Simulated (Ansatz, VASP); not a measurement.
# NaI: VASP beside Ansatz

File POSCAR:

```
NaI
1.0
    4.2603417203      0.0000000000      0.0000000000
    0.0000000000      4.0405365329      0.0000000000
    0.0000000000      0.0000000000      4.0405365329
Na I
1 1
Direct
    0.0000000000      0.0000000000      0.0000000000
    0.5000000000      0.5000000000      0.5000000000
```

Contents of INCAR.step1:

```
SYSTEM = NaI
ALGO     = Normal         ! electronic algorithm
EDIFF    = 1E-4           ! SCF threshold, eV
ENCUT    = 520            ! plane-wave cutoff, eV
GGA      = PE             ! functional
ISMEAR   = 0              ! smearing method
LASPH    = .TRUE.         ! aspherical terms in the spheres
LCHARG   = .FALSE.        ! write CHGCAR
LREAL    = .FALSE.        ! projectors in reciprocal space
LWAVE    = .TRUE.         ! write WAVECAR
NBANDS   = 14             ! bands
NELM     = 60             ! most SCF steps
PREC     = Accurate       ! precision mode
SIGMA    = 0.01           ! smearing width, eV
```

INCAR.step2

```
SYSTEM = NaI
ALGO     = Normal         ! electronic algorithm
EDIFF    = 1E-6           ! SCF threshold, eV
ENCUT    = 520            ! plane-wave cutoff, eV
ISIF     = 2              ! what is computed and relaxed
ISMEAR   = 0              ! smearing method
ISTART   = 1            
LASPH    = .TRUE.         ! aspherical terms in the spheres
LCHARG   = .FALSE.        ! write CHGCAR
LMIXTAU  = .TRUE.       
LREAL    = .FALSE.        ! projectors in reciprocal space
LWAVE    = .FALSE.        ! write WAVECAR
METAGGA  = R2SCAN         ! meta-GGA
NBANDS   = 14             ! bands
NELM     = 60             ! most SCF steps
PREC     = Accurate       ! precision mode
SIGMA    = 0.01           ! smearing width, eV
```

The input KPOINTS:

```
k-points
0
G
  6 6 6
  0 0 0
```

Input for Ansatz:

```yaml
crystal:
  lattice:
    - [4.2603417203, 0.0, 0.0]
    - [0.0, 4.0405365329, 0.0]
    - [0.0, 0.0, 4.0405365329]
  atoms:
    - { symbol: Na, position: [0.0, 0.0, 0.0] }
    - { symbol: I, position: [0.5, 0.5, 0.5] }
kpoints:
  mp_grid: { grid: [6, 6, 6] }
  band_path:
    path: [[0.0, 0.0, 0.0], [0.0, 0.5, 0.0], [0.5, 0.5, 0.0], [0.5, 0.5, 0.5]]
    npoints: 1
hamiltonian:
  xc: r2scan
scf:
  occupations: { method: fixed }
  n_extra_bands: 4
output:
  forces: true
  stress: true
  eigenvalues: true
```

Change from the starting cell: uniaxial_x strain +5.4%.

Alike in both runs: task single point; functional r2SCAN; k mesh 6 × 6 × 6; no spin polarisation.

|  | VASP | Ansatz |
| --- | --- | --- |
| version | VASP 6.6.1 | Ansatz 0.2.0 |
| potentials or method | VASP PAW PBE potentials, release 64 (Na_pv, I) | plane waves, PAW |
| plane-wave cutoff (eV) | 520 | 500 |
| occupations | gaussian, width 0.01 eV | fixed |
| valence electrons in the cell | 14 | 26 |

|  | VASP | Ansatz | Ansatz less VASP |
| --- | --- | --- | --- |
| gap on the k mesh at the Fermi level (eV) | 2.81 | 2.80 | -0.013 |
| pressure (GPa) | -0.8 | -0.8 | +0.04 |
| traceless stress, the component that is largest in VASP (GPa) | -1.62 | -1.62 | +0.002 |

VASP's potentials were made for PBE, not for r2SCAN. VASP's potentials hold 14 valence electrons a cell and Ansatz's 26, so a difference there can come from the potentials and not from the codes.

Neither program's run includes spin-orbit coupling.
